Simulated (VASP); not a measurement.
# GaP3 (Fm-3m) in VASP: notebook

GaP3 is run at these levels: LDA; tasks: single point, relaxation of cell and atoms.

Everything below comes from runs of VASP 6.6.1. Logs are shortened: lines on timing, memory, paths and dates and some standing lists are left out, and cuts for length are marked.

## Step 1: The cell of the first run

The structure is cubic, space group Fm-3m (No. 225). Conventional cell: a = 6.168 Å, b = 6.168 Å, c = 6.168 Å, α = 90.00°, β = 90.00°, γ = 90.00°. Within 3.5 Å of Ga (site symmetry m-3m) lie 14 P at 2.67 to 3.08 Å. Within 3.5 Å of P (site symmetry m-3m) lie 8 P at 2.67 Å and 6 Ga at 3.08 Å. Within 3.5 Å of P (site symmetry -43m) lie 4 Ga at 2.67 Å and 10 P at 2.67 to 3.08 Å.

## Step 2: Single point, LDA

INCAR

```
SYSTEM = GaP3
  PREC = Accurate
  ENCUT = 520
  EDIFF = 1E-7
  ISMEAR = -1
  SIGMA = 0.01
  LREAL = .False.
  LASPH = .True.
  NELM = 60
  ALGO = Normal
  ISIF = 2
  LWAVE = .False.
  LCHARG = .False.
  GGA = CA
  NBANDS = 22
```

KPOINTS

```
Automatic mesh
0
Gamma
  5 5 5
  0 0 0
```

POSCAR

```
GaP3
1.0
    0.0000000000      3.0840294176      3.0840294176
    3.0840294176      0.0000000000      3.0840294176
    3.0840294176      3.0840294176      0.0000000000
Ga P
1 3
Direct
    0.0000000000      0.0000000000      0.0000000000
    0.5000000000      0.5000000000      0.5000000000
    0.2500000000      0.2500000000      0.2500000000
    0.7500000000      0.7500000000      0.7500000000
```

Potentials or basis: VASP PAW LDA potentials, release 64 (Ga_d, P).

On the command line:

```bash
$ cat potpaw_LDA.64/Ga_d/POTCAR potpaw_LDA.64/P/POTCAR > POTCAR
$ mpirun -np 1 vasp_std > vasp.out
```

OUTCAR:

```text
SYSTEM = GaP3
   PREC = Accurate
   ENCUT = 520
   EDIFF = 1E-7
   ISMEAR = -1
   LREAL = .False.
   LASPH = .True.
   NELM = 60
   ISIF = 2
   GGA = CA

 ion  position               nearest neighbor table
   1  0.000  0.000  0.000-   4 2.67   4 2.67   4 2.67   3 2.67   4 2.67   3 2.67   3 2.67   3 2.67

   2  0.500  0.500  0.500-   3 2.67   3 2.67   3 2.67   3 2.67   4 2.67   4 2.67   4 2.67   4 2.67

   3  0.250  0.250  0.250-   1 2.67   1 2.67   1 2.67   1 2.67   2 2.67   2 2.67   2 2.67   2 2.67

   4  0.750  0.750  0.750-   2 2.67   2 2.67   2 2.67   1 2.67   2 2.67   1 2.67   1 2.67   1 2.67

  LATTYP: Found a face centered cubic cell.
 ALAT       =     6.1680588352

  Lattice vectors:

 A1 = (   0.0000000000,   3.0840294176,   3.0840294176)
 A2 = (   3.0840294176,   0.0000000000,   3.0840294176)
 A3 = (   3.0840294176,   3.0840294176,   0.0000000000)

Analysis of symmetry for initial positions (statically):
=====================================================================
 Subroutine PRICEL returns:
 Original cell was already a primitive cell.

 Routine SETGRP: Setting up the symmetry group for a
 face centered cubic supercell.

 Subroutine GETGRP returns: Found 48 space group operations
 (whereof 48 operations were pure point group operations)
 out of a pool of 48 trial point group operations.

The static configuration has the point symmetry O_h .

Analysis of symmetry for dynamics (positions and initial velocities):
=====================================================================
 Subroutine PRICEL returns:
 Original cell was already a primitive cell.

 Routine SETGRP: Setting up the symmetry group for a
 face centered cubic supercell.

 Subroutine GETGRP returns: Found 48 space group operations
 (whereof 48 operations were pure point group operations)
 out of a pool of 48 trial point group operations.

The dynamic configuration has the point symmetry O_h .

 Subroutine INISYM returns: Found 48 space group operations
 (whereof 48 operations are pure point group operations),
 and found     1 'primitive' translations

----------------------------------------------------------------------------------------

                                     Primitive cell

  volume of cell :      58.6659

  direct lattice vectors                    reciprocal lattice vectors
     0.000000000  3.084029418  3.084029418    -0.162125561  0.162125561  0.162125561
     3.084029418  0.000000000  3.084029418     0.162125561 -0.162125561  0.162125561
     3.084029418  3.084029418  0.000000000     0.162125561  0.162125561 -0.162125561

  length of vectors
     4.361476229  4.361476229  4.361476229     0.280809709  0.280809709  0.280809709

  position of ions in fractional coordinates (direct lattice)
     0.000000000  0.000000000  0.000000000
     0.500000000  0.500000000  0.500000000
     0.250000000  0.250000000  0.250000000
     0.750000000  0.750000000  0.750000000

  ion indices of the primitive-cell ions
   primitive index   ion index
                 1           1
                 2           2
                 3           3
                 4           4

----------------------------------------------------------------------------------------

 KPOINTS: Automatic mesh

Automatic generation of k-mesh.
 Grid dimensions read from file:
 generate k-points for:    5    5    5

 Generating k-lattice:

  Cartesian coordinates                     Fractional coordinates (reciprocal lattice)
    -0.032425112  0.032425112  0.032425112     0.200000000  0.000000000  0.000000000
     0.032425112 -0.032425112  0.032425112     0.000000000  0.200000000  0.000000000
     0.032425112  0.032425112 -0.032425112     0.000000000  0.000000000  0.200000000

  Length of vectors
     0.056161942  0.056161942  0.056161942

  Shift w.r.t. Gamma in fractional coordinates (k-lattice)
     0.000000000  0.000000000  0.000000000

 Subroutine IBZKPT returns following result:
 ===========================================

 Found     10 irreducible k-points:

 Following reciprocal coordinates:
            Coordinates               Weight
  0.000000  0.000000  0.000000      1.000000
  0.200000  0.000000  0.000000      8.000000
  0.400000  0.000000  0.000000      8.000000
  0.200000  0.200000  0.000000      6.000000
  0.400000  0.200000  0.000000     24.000000
 -0.400000  0.200000  0.000000     24.000000
 -0.200000  0.200000  0.000000     12.000000
  0.400000  0.400000  0.000000      6.000000
 -0.400000  0.400000  0.000000     12.000000
 -0.400000  0.400000  0.200000     24.000000
   k-points           NKPTS =     10   k-points in BZ     NKDIM =     10   number of bands    NBANDS=     22
   number of dos      NEDOS =    301   number of ions     NIONS =      4
   total plane-waves  NPLWV =  32768
   dimension x,y,z NGX =    32 NGY =   32 NGZ =   32
   dimension x,y,z NGXF=    64 NGYF=   64 NGZF=   64
   ions per type =               1   3
   NGX,Y,Z   is equivalent  to a cutoff of  12.20, 12.20, 12.20 a.u.
   NGXF,Y,Z  is equivalent  to a cutoff of  24.39, 24.39, 24.39 a.u.
 SYSTEM =  GaP3
   PREC   = accura    normal or accurate (medium, high low for compatibility)
   ISTART =      0    job   : 0-new  1-cont  2-samecut
   ICHARG =      2    charge: 1-file 2-atom 10-const
   ISPIN  =      1    spin polarized calculation?
   LNONCOLLINEAR =      F non collinear calculations
   LSORBIT =      F    spin-orbit coupling
   LASPH  =      T    aspherical Exc in radial PAW
   ENCUT  =  520.0 eV  38.22 Ry    6.18 a.u.   8.11  8.11  8.11*2*pi/ulx,y,z
   NELM   =     60;   NELMIN=  2; NELMDL= -5     # of ELM steps
   EDIFF  = 0.1E-06   stopping-criterion for ELM
   LREAL  =      F    real-space projection
   EDIFFG = 0.1E-05   stopping-criterion for IOM
   NSW    =      0    number of steps for IOM
   IBRION =     -1    ionic relax: 0-MD 1-quasi-New 2-CG
   NFREE  =      0    steps in history (QN), initial steepest desc. (CG)
   ISIF   =      2    stress and relaxation
   ISYM   =      2    0-nonsym 1-usesym 2-fastsym
   POTIM  = 0.5000    time-step for ionic-motion
   TEBEG  =    0.0;   TEEND  =   0.0 temperature during run
   PSTRESS=    0.0 pullay stress
   NELECT =      28.0000    total number of electrons
   NUPDOWN=      -1.0000    fix difference up-down
   EMIN   =  10.00;   EMAX   =-10.00  energy-range for DOS
   EFERMI =   0.00;   METHOD = LEGACY
   ISMEAR =    -1;   SIGMA  =   0.01  broadening in eV -4-tet -1-fermi 0-gaus
   EFERMI_NEDOS =   21; number of points for ismear=-14 and -15
   IALGO  =     38    algorithm
   IMIX   =      4    mixing-type and parameters
     AMIX     =   0.40;   BMIX     =  1.00
     AMIX_MAG =   1.60;   BMIX_MAG =  1.00
  volume/ion in A,a.u.               =      14.67        98.97
  Fermi-wavevector in a.u.,A,eV,Ry     =   1.279378  2.417675 22.270138  1.636809
  Thomas-Fermi vector in A             =   2.411867
   LORBIT       =      0    0 simple, 1 ext, 2 COOP (PROOUT), +10 PAW based schemes
   GGA     = CA    functional components
   LHFCALC =     F    Hartree Fock is set to
   AEXX    =    0.0000 exact exchange contribution
   IVDW    =     0    specifies the selected vdW correction
   LEPSILON=     F    determine dielectric tensor
   LRPA    =     F    only Hartree local field effects (RPA)
 non-spin polarized calculation
  energy-cutoff  :      520.00
  volume of cell :       58.67
 maximum number of plane-waves:      1596
   NGX = 17   NGY = 17   NGZ = 17

 number of electron      27.9999999 magnetization

 Free energy of the ion-electron system (eV)
  ---------------------------------------------------
  ext. energy  EPLUGINS =         0.00000000
  ---------------------------------------------------
  free energy    TOTEN  =       -19.94426587 eV

  energy without entropy =      -19.94332725  energy(sigma->0) =      -19.94379656

 E-fermi :   9.0850     XC(G=0): -11.7965

 val. band max:        8.5858041273   @ k =  -0.4000   0.2000   0.0000
 cond. band min:       9.0852787688   @ k =   0.2000   0.0000   0.0000
 fundamental gap:      0.4994746415
 Fermi energy:         9.0850307196

 k-point     1 :       0.0000    0.0000    0.0000
  band No.  band energies     occupation
      1      -6.4871      2.00000
      2      -5.8593      2.00000
      3      -5.8593      2.00000
      4      -5.8593      2.00000
      5      -5.8002      2.00000
      6      -5.8002      2.00000
[... 14 lines left out ...]
     21      17.9800      0.00000
     22      17.9800      0.00000

 k-point     2 :       0.2000    0.0000    0.0000
  band No.  band energies     occupation
      1      -6.0712      2.00000
      2      -5.8552      2.00000
      3      -5.8532      2.00000
      4      -5.8532      2.00000
      5      -5.8018      2.00000
      6      -5.8018      2.00000
[... 14 lines left out ...]
     21      15.4888      0.00000
     22      16.8904      0.00000

 k-point     3 :       0.4000    0.0000    0.0000
  band No.  band energies     occupation
      1      -5.9255      2.00000
      2      -5.8467      2.00000
      3      -5.8467      2.00000
      4      -5.8007      2.00000
      5      -5.8007      2.00000
      6      -4.7750      2.00000
[... 14 lines left out ...]
     21      16.6990      0.00000
     22      17.8871      0.00000

 k-point     4 :       0.2000    0.2000    0.0000
  band No.  band energies     occupation
      1      -5.9466      2.00000
      2      -5.8832      2.00000
      3      -5.8473      2.00000
      4      -5.8473      2.00000
      5      -5.7965      2.00000
      6      -5.7729      2.00000
[... 14 lines left out ...]
     21      15.8792      0.00000
     22      15.8792      0.00000

 k-point     5 :       0.4000    0.2000    0.0000
  band No.  band energies     occupation
      1      -5.9050      2.00000
      2      -5.8552      2.00000
      3      -5.8382      2.00000
      4      -5.8343      2.00000
      5      -5.7955      2.00000
      6      -4.8796      2.00000
[... 14 lines left out ...]
     21      15.3550      0.00000
     22      16.2415      0.00000

 k-point     6 :      -0.4000    0.2000    0.0000
  band No.  band energies     occupation
      1      -5.9077      2.00000
      2      -5.8631      2.00000
      3      -5.8371      2.00000
      4      -5.8242      2.00000
      5      -5.8018      2.00000
      6      -3.8925      2.00000
[... 14 lines left out ...]
     21      16.5486      0.00000
     22      19.1447      0.00000

 k-point     7 :      -0.2000    0.2000    0.0000
  band No.  band energies     occupation
      1      -5.8843      2.00000
      2      -5.8795      2.00000
      3      -5.8448      2.00000
      4      -5.8152      2.00000
      5      -5.8071      2.00000
      6      -5.2951      2.00000
[... 14 lines left out ...]
     21      16.2205      0.00000
     22      16.4860      0.00000

 k-point     8 :       0.4000    0.4000    0.0000
  band No.  band energies     occupation
      1      -5.9242      2.00000
      2      -5.8640      2.00000
      3      -5.8258      2.00000
      4      -5.8258      2.00000
      5      -5.7905      2.00000
      6      -4.1836      2.00000
[... 14 lines left out ...]
     21      14.6364      0.00000
     22      14.6364      0.00000

 k-point     9 :      -0.4000    0.4000    0.0000
  band No.  band energies     occupation
      1      -5.9178      2.00000
      2      -5.8561      2.00000
      3      -5.8450      2.00000
      4      -5.8249      2.00000
      5      -5.7947      2.00000
      6      -2.8906      2.00000
[... 14 lines left out ...]
     21      15.9282      0.00000
     22      16.7676      0.00000

 k-point    10 :      -0.4000    0.4000    0.2000
  band No.  band energies     occupation
      1      -5.8986      2.00000
      2      -5.8709      2.00000
      3      -5.8442      2.00000
      4      -5.8262      2.00000
      5      -5.7991      2.00000
      6      -3.6478      2.00000
[... 14 lines left out ...]
     21      15.8285      0.00000
     22      17.9623      0.00000

------------------------ aborting loop because EDIFF is reached ----------------------------------------

  FORCE on cell =-STRESS in cart. coord.  units (eV):
  Direction    XX          YY          ZZ          XY          YZ          ZX
  --------------------------------------------------------------------------------------
  -------------------------------------------------------------------------------------
  Total        0.0297317      0.0297317      0.0297317      0.0000000      0.0000000      0.0000000
  in kB        0.8119793      0.8119793      0.8119793      0.0000000      0.0000000      0.0000000
  external PRESSURE =       0.8119793 kB  Pullay stress =       0.0000000 kB

 VOLUME and BASIS-vectors are now :
 -----------------------------------------------------------------------------
  energy-cutoff  :      520.00
  volume of cell :       58.67
      direct lattice vectors                 reciprocal lattice vectors
     0.000000000  3.084029418  3.084029418    -0.162125561  0.162125561  0.162125561
     3.084029418  0.000000000  3.084029418     0.162125561 -0.162125561  0.162125561
     3.084029418  3.084029418  0.000000000     0.162125561  0.162125561 -0.162125561

 POSITION                                       TOTAL-FORCE (eV/Angst)
 -----------------------------------------------------------------------------------
      0.00000      0.00000      0.00000        -0.000000      0.000000      0.000000
      3.08403      3.08403      3.08403        -0.000000      0.000000      0.000000
      1.54201      1.54201      1.54201        -0.000000      0.000000      0.000000
      4.62604      4.62604      4.62604         0.000000     -0.000000     -0.000000
 -----------------------------------------------------------------------------------
    total drift:                                0.000000     -0.000000      0.000000

  FREE ENERGIE OF THE ION-ELECTRON SYSTEM (eV)
  ---------------------------------------------------
  free  energy   TOTEN  =       -19.9442658709 eV

  energy  without entropy=      -19.9433272544  energy(sigma->0) =      -19.94379656
```

Run time: 16 s. Hardware: 1 thread of Intel Xeon 8259CL, shared host; peak memory 0.16 GiB.

Results:

| Item | Value |
| --- | --- |
| Free energy | -19.9443 eV |
| Pressure | 0.1 GPa |
| Band gap on the k mesh | zero (bands 14 and 15 overlap by 2.09 eV) |

## Step 3: Relaxation of cell and atoms, LDA

INCAR

```
SYSTEM = GaP3
PREC = Accurate
ENCUT = 600
EDIFF = 1E-6
ISMEAR = -1
SIGMA = 0.01
LREAL = .FALSE.
LASPH = .TRUE.
NELM = 100
ALGO = Normal
ISIF = 3
LWAVE = .FALSE.
LCHARG = .FALSE.
IBRION = 2
NSW = 60
EDIFFG = -0.02
```

KPOINTS

```
regular mesh
0
G
  5 5 5
  0 0 0
```

POSCAR is that of step 2.

Potentials or basis: VASP PAW LDA potentials, release 64 (Ga_d, P).

On the command line:

```bash
$ cat potpaw_LDA.64/Ga_d/POTCAR potpaw_LDA.64/P/POTCAR > POTCAR
$ mpirun -np 1 vasp_std > vasp.out
```

OUTCAR:

```text
SYSTEM = GaP3
   PREC = Accurate
   ENCUT = 600
   EDIFF = 1E-6
   ISMEAR = -1
   LREAL = .FALSE.
   LASPH = .TRUE.
   NELM = 100
   ISIF = 3
   IBRION = 2
   NSW = 60
   EDIFFG = -0.02

 ion  position               nearest neighbor table
   1  0.000  0.000  0.000-   4 2.67   4 2.67   4 2.67   3 2.67   4 2.67   3 2.67   3 2.67   3 2.67

   2  0.500  0.500  0.500-   3 2.67   3 2.67   3 2.67   3 2.67   4 2.67   4 2.67   4 2.67   4 2.67
[... 397 lines left out ...]
  Direction    XX          YY          ZZ          XY          YZ          ZX
  --------------------------------------------------------------------------------------
  -------------------------------------------------------------------------------------
  Total        0.0171432      0.0171432      0.0171432      0.0000000      0.0000000      0.0000000
  in kB        0.4681833      0.4681833      0.4681833      0.0000000      0.0000000      0.0000000
  external PRESSURE =       0.4681833 kB  Pullay stress =       0.0000000 kB

 VOLUME and BASIS-vectors are now :
 -----------------------------------------------------------------------------
  energy-cutoff  :      600.00
  volume of cell :       58.67
      direct lattice vectors                 reciprocal lattice vectors
     0.000000000  3.084029418  3.084029418    -0.162125561  0.162125561  0.162125561
     3.084029418  0.000000000  3.084029418     0.162125561 -0.162125561  0.162125561
     3.084029418  3.084029418  0.000000000     0.162125561  0.162125561 -0.162125561

 POSITION                                       TOTAL-FORCE (eV/Angst)
 -----------------------------------------------------------------------------------
      0.00000      0.00000      0.00000        -0.000000     -0.000000     -0.000000
      3.08403      3.08403      3.08403        -0.000000     -0.000000     -0.000000
      1.54201      1.54201      1.54201         0.000000      0.000000      0.000000
      4.62604      4.62604      4.62604        -0.000000     -0.000000     -0.000000
 -----------------------------------------------------------------------------------
    total drift:                               -0.000000      0.000000      0.000000

  FREE ENERGIE OF THE ION-ELECTRON SYSTEM (eV)
  ---------------------------------------------------
  free  energy   TOTEN  =       -19.9447327167 eV

  energy  without entropy=      -19.9437940015  energy(sigma->0) =      -19.94426336

 reached required accuracy - stopping structural energy minimisation
```

CONTCAR:

```text
GaP3
   1.00000000000000
     0.0000000000000000    3.0840294176000000    3.0840294176000000
     3.0840294176000000    0.0000000000000000    3.0840294176000000
     3.0840294176000000    3.0840294176000000    0.0000000000000000
  Ga              P
     1     3
Direct
     0.0000000000000000    0.0000000000000000    0.0000000000000000
     0.5000000000000000    0.5000000000000000    0.5000000000000000
     0.2500000000000000    0.2500000000000000    0.2500000000000000
     0.7500000000000000    0.7500000000000000    0.7500000000000000

  0.00000000E+00  0.00000000E+00  0.00000000E+00
  0.00000000E+00  0.00000000E+00  0.00000000E+00
  0.00000000E+00  0.00000000E+00  0.00000000E+00
  0.00000000E+00  0.00000000E+00  0.00000000E+00
```

Wall time 22 s (1 thread of Intel Xeon 8259CL, shared host); peak memory 0.17 GiB.

Results:

| Quantity | Value |
| --- | --- |
| Free energy | -19.9447 eV |
| Pressure after relaxing | 0.0 GPa |

Final structure:
```
Ga P
1.0
     0.00000    3.08403    3.08403
     3.08403    0.00000    3.08403
     3.08403    3.08403    0.00000
Ga P
1 3
Direct
  0.00000 0.00000 0.00000
  0.50000 0.50000 0.50000
  0.25000 0.25000 0.25000
  0.75000 0.75000 0.75000
```

Levels at points of the mesh, in eV from the Fermi level:
```tsv
k point	band 12	band 13	band 14	band 15	band 16	band 17
(0.00, 0.00, 0.00)	-3.51	-3.51	-3.51	-1.02	-1.02	-1.02
```

Caveat: the relaxation stopped at its first step, so nothing moved; the highest band is partly filled, so the run has too few bands.

## Step 4: Single point, LDA

INCAR

```
SYSTEM = GaP3
  PREC = Accurate
  ENCUT = 500
  EDIFF = 1E-6
  ISMEAR = -1
  SIGMA = 0.01
  LREAL = .FALSE.
  LASPH = .TRUE.
  NELM = 120
  ALGO = Normal
  ISIF = 2
  LWAVE = .FALSE.
  LCHARG = .FALSE.
  NBANDS = 22
  GGA_COMPAT = .FALSE.
```

KPOINTS

```
Automatic mesh
0
G
  5 5 5
  0 0 0
```

POSCAR is that of step 3.

On the command line:

```bash
$ cat potpaw_LDA.64/Ga_d/POTCAR potpaw_LDA.64/P/POTCAR > POTCAR
$ mpirun -np 1 vasp_std > vasp.out
```

Run time: 10 s. Hardware: 1 thread of Intel Xeon Platinum 8488C (Sapphire Rapids), shared host; peak memory 0.15 GiB.

It converged, with:

- Free energy: -19.9440 eV
- Pressure: 0.1 GPa
- Band gap on the k mesh: zero (bands 14 and 15 overlap by 2.09 eV)

Levels at points of the mesh, in eV from the Fermi level:
```csv
k point,band 12,band 13,band 14,band 15,band 16,band 17
"(0.00, 0.00, 0.00)",-3.51,-3.51,-3.51,-1.02,-1.02,-1.02
```

(Part 1 of 2 ends here.)
